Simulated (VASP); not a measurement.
Wanted: the native input for a VASP 6.6.1 run.

```
Task                   : relaxation of cell and atoms
Functional             : PBEsol
Potentials or basis    : VASP PAW PBE potentials, release 64 (Si, V_sv)
Cutoff                 : 600 eV
k mesh                 : 8 × 8 × 8
Occupations            : gaussian, width 0.1 eV
Spin                   : no spin polarisation
Dipole correction      : no
Further INCAR settings : ALGO = Normal; EDIFF = 1e-06; IBRION = 2; EDIFFG = -0.05; NSW = 80; ISIF = 3
```

The structure of VSi2 lies in POSCAR:

```
VSi2
1.0
   -1.5922051266      1.5922051266      3.9037535364
    1.5922051266     -1.5922051266      3.9037535364
    1.5922051266      1.5922051266     -3.9037535364
Si V
2 1
Direct
    0.3350596647      0.3350596647      0.0000000000
    0.6649403353      0.6649403353      0.0000000000
    0.0000000000      0.0000000000      0.0000000000
```

One way to write it, as run:

INCAR

```
SYSTEM = VSi2
PREC     = Accurate       ! precision mode
ENCUT    = 600            ! plane-wave cutoff, eV
EDIFF    = 1E-6           ! SCF threshold, eV
ISMEAR   = 0              ! smearing method
SIGMA    = 0.1            ! smearing width, eV
LREAL    = .False.        ! projectors in reciprocal space
LASPH    = .True.         ! aspherical terms in the spheres
NELM     = 100            ! most SCF steps
ALGO     = Normal         ! electronic algorithm
ISIF     = 3              ! what is computed and relaxed
LWAVE    = .False.        ! write WAVECAR
LCHARG   = .False.        ! write CHGCAR
GGA      = PS             ! functional
IBRION   = 2              ! ionic algorithm
NSW      = 80             ! ionic steps
EDIFFG   = -0.05          ! ionic threshold
```

KPOINTS

```
Automatic mesh
0
Gamma
  8 8 8
  0 0 0
```

Potentials or basis: VASP PAW PBE potentials, release 64 (Si, V_sv).

The run is started by

```bash
$ cat potpaw_PBE.64/Si/POTCAR potpaw_PBE.64/V_sv/POTCAR > POTCAR
$ mpirun -np 1 vasp_std > vasp.out
```

It gave:

```yaml
Relaxed_volume: 12.51 Å³/atom
Relaxed_cell: a = 4.460 Å, b = 4.460 Å, c = 4.460 Å, α = 139.19°, β = 139.19°, γ = 59.08°
Space_group_after_relaxing_to_0.05_Å: I4/mmm (No. 139)
Energy_gained_by_relaxing: 20.1 meV/atom
Ionic_steps: 5
Pressure_after_relaxing: 0.2 GPa
Largest_force_after_relaxing: 0.030 eV/Å
```

Caveat: the PAW data sets were made with another functional, which shifts forces and pressure a little; the relaxation stopped at a loose force limit of 0.05 eV/Å, so its end isn't a converged minimum.

It took 69 s on 1 thread of Intel(R) Xeon(R) 6975P-C (Granite Rapids), on a shared host, peak memory 0.22 GiB.
